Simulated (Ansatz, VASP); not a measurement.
SiNi2: VASP beside Ansatz

```
Si Ni
1.0
     4.10057    0.00000    0.00000
    -2.05029    3.55120    0.00000
     0.00000    0.00000    5.21200
Si Ni
2 4
Cartesian
  0.0000 2.3675 3.9090
  2.0503 1.1837 1.3030
  0.0000 0.0000 0.0000
  0.0000 0.0000 2.6060
  0.0000 2.3675 1.3030
  2.0503 1.1837 3.9090
```

Change from the starting cell: equal strain along all axes, cell held, atoms relaxed: +6.0 %.

Alike in both runs: task single point; functional PBEsol; k mesh 12 × 12 × 8; occupations gaussian, width 0.1 eV; no spin polarisation.

|  | VASP | Ansatz |
| --- | --- | --- |
| version | VASP 6.6.1 | Ansatz 0.2.0 |
| potentials or method | VASP PAW PBE potentials, release 64 (Si, Ni), cutoff 520 eV | scalar-relativistic, plane waves, PAW |
| valence electrons in the cell | 48 | 80 |

```tsv
	VASP	Ansatz	Ansatz less VASP
gap on the k mesh at the Fermi level (eV)	none	none	-
pressure (GPa)	-26.3	-26.6	-0.29
traceless stress, the component that is largest in VASP (GPa)	2.78	2.90	+0.119
```

VASP's potentials were made for PBE, not for PBEsol. A gap of «none» marks a metal or a gap that the smearing closes. VASP's potentials hold 48 valence electrons a cell and Ansatz's 80, so a difference there can come from the potentials and not from the codes.
